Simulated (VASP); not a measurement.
# I (Fmmm) in VASP: a series of runs, part 2 of 2

VASP 6.6.1. Earlier steps stand in the parts before.

## (4) Single point, PBE

The input, INCAR:

```
ALGO     = Normal         # electronic algorithm
EDIFF    = 1E-6           # SCF threshold, eV
ENCUT    = 520            # plane-wave cutoff, eV
GGA      = PE             # functional
ISIF     = 2              # what is computed and relaxed
ISMEAR   = 0              # smearing method
LASPH    = True           # aspherical terms in the spheres
LCHARG   = True           # write CHGCAR
LELF     = True           # ELF
LREAL    = False          # projectors in reciprocal space
LVHAR    = True         
LWAVE    = False          # write WAVECAR
NBANDS   = 10             # bands
NELM     = 60             # most SCF steps
PREC     = Accurate       # precision mode
SIGMA    = 0.024          # smearing width, eV
```

The input, KPOINTS:

```
k-points
0
Gamma
  9 9 9
```

The input, POSCAR:

```
I
1.0
    0.0000000000      2.3656004428      3.9098401324
    2.1922454667      0.0000000000      3.9098401324
    2.1922454667      2.3656004428      0.0000000000
I
1
Direct
    0.0000000000      0.0000000000      0.0000000000
```

Potentials or basis: VASP PAW PBE potentials, release 64 (I).

Run with:

```sh
$ cat potpaw_PBE.64/I/POTCAR > POTCAR
$ mpirun -np 1 vasp_std > vasp.out
```

OUTCAR:

```text
EDIFF = 1E-6
   ENCUT = 520
   GGA = PE
   ISIF = 2
   ISMEAR = 0
   LASPH = True
   LREAL = False
   NELM = 60
   PREC = Accurate

 ion  position               nearest neighbor table
   1  0.000  0.000  0.000-

  LATTYP: Found a face centered orthorhombic cell.
 ALAT       =     4.3844909334
 B/A-ratio  =     1.0790764441
 C/A-ratio  =     1.7834864717

  Lattice vectors:

 A1 = (   0.0000000000,   2.3656004428,   3.9098401324)
 A2 = (   2.1922454667,   0.0000000000,   3.9098401324)
 A3 = (   2.1922454667,   2.3656004428,   0.0000000000)

Analysis of symmetry for initial positions (statically):
=====================================================================
 Subroutine PRICEL returns:
 Original cell was already a primitive cell.

 Routine SETGRP: Setting up the symmetry group for a
 face centered orthorhombic supercell.

 Subroutine GETGRP returns: Found  8 space group operations
 (whereof  8 operations were pure point group operations)
 out of a pool of  8 trial point group operations.

The static configuration has the point symmetry D_2h.

Analysis of symmetry for dynamics (positions and initial velocities):
=====================================================================
 Subroutine PRICEL returns:
 Original cell was already a primitive cell.

 Routine SETGRP: Setting up the symmetry group for a
 face centered orthorhombic supercell.

 Subroutine GETGRP returns: Found  8 space group operations
 (whereof  8 operations were pure point group operations)
 out of a pool of  8 trial point group operations.

The dynamic configuration has the point symmetry D_2h.

 Subroutine INISYM returns: Found  8 space group operations
 (whereof  8 operations are pure point group operations),
 and found     1 'primitive' translations

----------------------------------------------------------------------------------------

                                     Primitive cell

  volume of cell :      40.5527

  direct lattice vectors                    reciprocal lattice vectors
     0.000000000  2.365600443  3.909840132    -0.228076649  0.211362828  0.127882467
     2.192245467  0.000000000  3.909840132     0.228076649 -0.211362828  0.127882467
     2.192245467  2.365600443  0.000000000     0.228076649  0.211362828 -0.127882467

  length of vectors
     4.569782852  4.482498193  3.225214046     0.336224818  0.336224818  0.336224818

  position of ions in fractional coordinates (direct lattice)
     0.000000000  0.000000000  0.000000000

  ion indices of the primitive-cell ions
   primitive index   ion index
                 1           1

----------------------------------------------------------------------------------------

 KPOINTS: k-points

Automatic generation of k-mesh.
 Grid dimensions read from file:
 generate k-points for:    9    9    9

 Generating k-lattice:

  Cartesian coordinates                     Fractional coordinates (reciprocal lattice)
    -0.025341850  0.023484759  0.014209163     0.111111111  0.000000000  0.000000000
     0.025341850 -0.023484759  0.014209163     0.000000000  0.111111111  0.000000000
     0.025341850  0.023484759 -0.014209163     0.000000000  0.000000000  0.111111111

  Length of vectors
     0.037358313  0.037358313  0.037358313

  Shift w.r.t. Gamma in fractional coordinates (k-lattice)
     0.000000000  0.000000000  0.000000000

 Subroutine IBZKPT returns following result:
 ===========================================

 Found    125 irreducible k-points:

 Following reciprocal coordinates:
            Coordinates               Weight
  0.000000  0.000000  0.000000      1.000000
  0.111111  0.000000  0.000000      8.000000
  0.222222  0.000000  0.000000      8.000000
  0.333333  0.000000  0.000000      8.000000
  0.444444  0.000000  0.000000      8.000000
  0.111111  0.111111  0.000000      2.000000
[... 16 lines left out ...]
 -0.333333  0.333333 -0.000000      4.000000
  0.444444  0.444444  0.000000      2.000000
 [... further k-points ...]
   k-points           NKPTS =    125   k-points in BZ     NKDIM =    125   number of bands    NBANDS=     10
   number of dos      NEDOS =    301   number of ions     NIONS =      1
   total plane-waves  NPLWV =  31104
   dimension x,y,z NGX =    36 NGY =   36 NGZ =   24
   dimension x,y,z NGXF=    72 NGYF=   72 NGZF=   48
   ions per type =               1
   NGX,Y,Z   is equivalent  to a cutoff of  13.10, 13.35, 12.37 a.u.
   NGXF,Y,Z  is equivalent  to a cutoff of  26.19, 26.70, 24.74 a.u.
 SYSTEM =  unknown system
   PREC   = accura    normal or accurate (medium, high low for compatibility)
   ISTART =      0    job   : 0-new  1-cont  2-samecut
   ICHARG =      2    charge: 1-file 2-atom 10-const
   ISPIN  =      1    spin polarized calculation?
   LNONCOLLINEAR =      F non collinear calculations
   LSORBIT =      F    spin-orbit coupling
   LASPH  =      T    aspherical Exc in radial PAW
   ENCUT  =  520.0 eV  38.22 Ry    6.18 a.u.   8.50  8.33  6.00*2*pi/ulx,y,z
   NELM   =     60;   NELMIN=  2; NELMDL= -5     # of ELM steps
   EDIFF  = 0.1E-05   stopping-criterion for ELM
   LREAL  =      F    real-space projection
   EDIFFG = 0.1E-04   stopping-criterion for IOM
   NSW    =      0    number of steps for IOM
   IBRION =     -1    ionic relax: 0-MD 1-quasi-New 2-CG
   NFREE  =      0    steps in history (QN), initial steepest desc. (CG)
   ISIF   =      2    stress and relaxation
   ISYM   =      2    0-nonsym 1-usesym 2-fastsym
   POTIM  = 0.5000    time-step for ionic-motion
   TEBEG  =    0.0;   TEEND  =   0.0 temperature during run
   PSTRESS=    0.0 pullay stress
   NELECT =       7.0000    total number of electrons
   NUPDOWN=      -1.0000    fix difference up-down
   EMIN   =  10.00;   EMAX   =-10.00  energy-range for DOS
   EFERMI =   0.00;   METHOD = LEGACY
   ISMEAR =     0;   SIGMA  =   0.02  broadening in eV -4-tet -1-fermi 0-gaus
   EFERMI_NEDOS =   21; number of points for ismear=-14 and -15
   IALGO  =     38    algorithm
   IMIX   =      4    mixing-type and parameters
     AMIX     =   0.40;   BMIX     =  1.00
     AMIX_MAG =   1.60;   BMIX_MAG =  1.00
  volume/ion in A,a.u.               =      40.55       273.66
  Fermi-wavevector in a.u.,A,eV,Ry     =   0.911523  1.722529 11.304731  0.830874
  Thomas-Fermi vector in A             =   2.035812
   LORBIT       =      0    0 simple, 1 ext, 2 COOP (PROOUT), +10 PAW based schemes
   GGA     = PE    functional components
   LHFCALC =     F    Hartree Fock is set to
   AEXX    =    0.0000 exact exchange contribution
   IVDW    =     0    specifies the selected vdW correction
   LEPSILON=     F    determine dielectric tensor
   LRPA    =     F    only Hartree local field effects (RPA)
 non-spin polarized calculation
 Gauss-broadening in eV      SIGMA  =   0.02
  energy-cutoff  :      520.00
  volume of cell :       40.55
 maximum number of plane-waves:      1109
 NGX is ok and might be reduce to    36
   NGX = 17   NGY = 17   NGZ = 11

 number of electron       7.0000000 magnetization

 Free energy of the ion-electron system (eV)
  ---------------------------------------------------
  ext. energy  EPLUGINS =         0.00000000
  ---------------------------------------------------
  free energy    TOTEN  =        -1.38917897 eV

  energy without entropy =       -1.38897246  energy(sigma->0) =       -1.38907571

 E-fermi :   3.4941     XC(G=0):  -8.2597

 val. band max:        3.4761971772   @ k =   0.4444   0.3333   0.1111
 cond. band min:       3.4942950258   @ k =  -0.2222   0.0000   0.1111
 fundamental gap:      0.0180978486
 Fermi energy:         3.4940828175

 k-point     1 :       0.0000    0.0000    0.0000
  band No.  band energies     occupation
      1     -10.3835      2.00000
      2       1.5531      2.00000
      3       4.2736      0.00000
      4       4.5463      0.00000
      5       8.0362      0.00000
      6      10.9730      0.00000
      7      11.7010      0.00000
      8      15.6113      0.00000
      9      15.9270      0.00000
     10      15.9287      0.00000
[... 287 lines left out ...]
 k-point    24 :       0.4444    0.4444    0.0000
  band No.  band energies     occupation
      1     -10.1431      2.00000
      2      -0.5177      2.00000
      3       4.0571      0.00000
      4       4.3499      0.00000
      5      10.4657      0.00000
      6      10.8054      0.00000
      7      13.8619      0.00000
      8      18.2932      0.00000
      9      18.3770      0.00000
     10      18.5666      0.00000

 [... further k-points ...]

------------------------ aborting loop because EDIFF is reached ----------------------------------------

  FORCE on cell =-STRESS in cart. coord.  units (eV):
  Direction    XX          YY          ZZ          XY          YZ          ZX
  --------------------------------------------------------------------------------------
  -------------------------------------------------------------------------------------
  Total        0.0925848      0.0231424      0.1913246      0.0000000      0.0000000      0.0000000
  in kB        3.6578890      0.9143220      7.5589560      0.0000000      0.0000000      0.0000000
  external PRESSURE =       4.0437223 kB  Pullay stress =       0.0000000 kB

 VOLUME and BASIS-vectors are now :
 -----------------------------------------------------------------------------
  energy-cutoff  :      520.00
  volume of cell :       40.55
      direct lattice vectors                 reciprocal lattice vectors
     0.000000000  2.365600443  3.909840132    -0.228076649  0.211362828  0.127882467
     2.192245467  0.000000000  3.909840132     0.228076649 -0.211362828  0.127882467
     2.192245467  2.365600443  0.000000000     0.228076649  0.211362828 -0.127882467

 POSITION                                       TOTAL-FORCE (eV/Angst)
 -----------------------------------------------------------------------------------
      0.00000      0.00000      0.00000         0.000000      0.000000     -0.000000
 -----------------------------------------------------------------------------------
    total drift:                                0.000000      0.000000      0.000000

  FREE ENERGIE OF THE ION-ELECTRON SYSTEM (eV)
  ---------------------------------------------------
  free  energy   TOTEN  =        -1.3891789720 eV

  energy  without entropy=       -1.3889724573  energy(sigma->0) =       -1.38907571
```

Run time: 60 s. Hardware: 1 thread of Intel Xeon 8259CL, shared host; peak memory 0.2 GiB.

Results:

```yaml
Free_energy: -1.3892 eV
Pressure: 0.4 GPa
Band_gap_on_the_k_mesh: zero (an odd number of electrons rules out a gap without spin polarisation)
```

Caveat: spin-orbit coupling is left out, which moves the levels of the heavy elements; an odd number of electrons without spin polarisation forces a metal; a magnetic or distorted state may lie lower.

## (5) Single point, r2SCAN, non-collinear spin, zero start, spin-orbit coupling

POSCAR is that of step 4.

The input, INCAR.step1:

```
SYSTEM = I
PREC = Accurate
ENCUT = 520
ISMEAR = -1
SIGMA = 0.05
LREAL = .FALSE.
LASPH = .TRUE.
NELM = 150
MAGMOM = 0 0 0
LSORBIT = .TRUE.
GGA_COMPAT = .FALSE.
NBANDS = 18
GGA = PE
ALGO = Normal
EDIFF = 1E-4
LWAVE = .TRUE.
LCHARG = .FALSE.
```

The input, INCAR.step2:

```
SYSTEM = I
PREC = Accurate
ENCUT = 520
EDIFF = 1E-6
ISMEAR = -1
SIGMA = 0.05
LREAL = .FALSE.
LASPH = .TRUE.
NELM = 150
ALGO = Normal
ISIF = 2
LWAVE = .FALSE.
LCHARG = .FALSE.
MAGMOM = 0 0 0
LORBIT = 11
LSORBIT = .TRUE.
GGA_COMPAT = .FALSE.
LORBMOM = .TRUE.
METAGGA = R2SCAN
LMIXTAU = .TRUE.
NBANDS = 18
ISTART = 1
```

The input, KPOINTS:

```
regular mesh
0
G
  7 7 7
  0 0 0
```

Run with:

```sh
$ cat potpaw_PBE.64/I/POTCAR > POTCAR
$ cp INCAR.step1 INCAR
$ mpirun -np 1 vasp_ncl > vasp.out
$ cp INCAR.step2 INCAR
$ mpirun -np 1 vasp_ncl > vasp.out
```

It took 8 min on 1 thread of Intel Xeon 8259CL, shared host; peak memory 0.38 GiB.

The run converged. Its results:

| Item | Value |
| --- | --- |
| Free energy | -24.5155 eV |
| Pressure | 0.5 GPa |
| Net moment | 0.00 μB per cell |
| Valence electrons inside the program's atomic spheres | I 4.22 |

Stress tensor (GPa, compression positive):
```
 0.88  0.00  0.00
 0.00  0.76  0.00
 0.00  0.00 -0.04
```

Moments on the atoms (μB; x, y, z):
```
I   0.00 0.00 0.00
```

Caveat: the PAW data sets were made with another functional, which shifts forces and pressure a little.

## (6) Single point, PBE

The input, INCAR:

```
PREC     = Accurate       # precision mode
ENCUT    = 520            # plane-wave cutoff, eV
EDIFF    = 1E-6           # SCF threshold, eV
ISMEAR   = -1             # smearing method
SIGMA    = 0.02           # smearing width, eV
LREAL    = False          # projectors in reciprocal space
LASPH    = True           # aspherical terms in the spheres
NELM     = 80             # most SCF steps
ALGO     = Normal         # electronic algorithm
ISIF     = 2              # what is computed and relaxed
LWAVE    = False          # write WAVECAR
LCHARG   = True           # write CHGCAR
GGA      = PE             # functional
LELF     = True           # ELF
LVHAR    = True         
NBANDS   = 10             # bands
```

The input, KPOINTS:

```
Automatic mesh
0
Gamma
  5 5 5
```

POSCAR is that of step 5.

Potentials or basis: VASP PAW PBE potentials, release 64 (I).

Run with:

```sh
$ cat potpaw_PBE.64/I/POTCAR > POTCAR
$ mpirun -np 1 vasp_std > vasp.out
```

Wall time 6.7 s (1 thread of AMD EPYC 9R45 (Zen 5), shared host); peak memory 0.14 GiB.

The run converged. Its results:

- Free energy: -1.4121 eV
- Pressure: 0.3 GPa
- Band gap on the k mesh: zero (an odd number of electrons rules out a gap without spin polarisation)

Stress tensor (GPa, compression positive):
```
-0.46  0.00  0.00
 0.00  0.73  0.00
 0.00  0.00  0.75
```

Levels at points of the mesh, in eV from the Fermi level:
```csv
k point,band 1,band 2,band 3,band 4,band 5,band 6,band 7,band 8,band 9
"(0.00, 0.00, 0.00)",-13.14,-1.23,1.51,1.81,5.25,8.23,8.93,12.83,13.14
```

Caveat: the k points lie up to 0.42 Å⁻¹ apart, too coarse for converged energies and pressures of a metal; spin-orbit coupling is left out, which moves the levels of the heavy elements; an odd number of electrons without spin polarisation forces a metal; a magnetic or distorted state may lie lower.

## (7) Summary

| level | spin | k mesh | smearing | gap on the mesh (eV) | pressure (GPa) |
| --- | --- | --- | --- | --- | --- |
| PBE | off | 9 × 9 × 9 | gaussian 0.022 eV | none | 0.4 |
| PBE | off | 9 × 9 × 9 | gaussian 0.023 eV | none | 0.4 |
| PBE | off | 9 × 9 × 9 | gaussian 0.024 eV | none | 0.4 |
| r2SCAN | non-collinear, zero start, SOC | 7 × 7 × 7 | fermi-dirac 0.05 eV | - | 0.5 |
| PBE | off | 5 × 5 × 5 | fermi-dirac 0.02 eV | none | 0.3 |

Alike in all rows: task single point; potentials or basis VASP PAW PBE potentials, release 64 (I); cell as given; cutoff (eV) 520.

Caveats: some runs use coarse meshes; spin-orbit coupling is left out, which moves the levels of the heavy elements (at least some runs); an odd number of electrons without spin polarisation forces a metal (at least some runs); a magnetic or distorted state may lie lower (at least some runs); the PAW data sets were made with another functional, which shifts forces and pressure a little (at least some runs).

Total energies depend on the potentials used, so only differences within one code and one set of settings carry meaning.
